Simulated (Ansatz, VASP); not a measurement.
# One calculation of As, two programs

```
As
1.0
     2.97850    0.00000    0.00000
    -1.48925    2.57945    0.00000
     0.00000    0.00000   11.28474
As
4
Cartesian
  2.9785 0.0000 0.0000
  2.9785 0.0000 5.6424
  0.0000 1.7196 2.8212
  1.4892 0.8598 8.4636
```

Alike in both runs: functional BLYP; k mesh 12 × 12 × 4; occupations fermi-dirac, width 0.1 eV; no spin polarisation.

Ansatz relaxed the structure, and its values are those at the end. VASP's run is a single point on that final structure, the one shown.

|  | VASP | Ansatz |
| --- | --- | --- |
| version | VASP 6.6.1 | Ansatz 0.2.0 |
| potentials or method | VASP PAW PBE potentials, release 64 (As), cutoff 520 eV | plane waves (420 eV) with PAW, scalar-relativistic |
| valence electrons in the cell | 20 | 60 |

```csv
,VASP,Ansatz,Ansatz less VASP
pressure (GPa),0.2,0.0,-0.21
```

VASP's potentials were made for PBE, not for BLYP. VASP's potentials hold 20 valence electrons a cell and Ansatz's 60, so a difference there can come from the potentials and not from the codes.
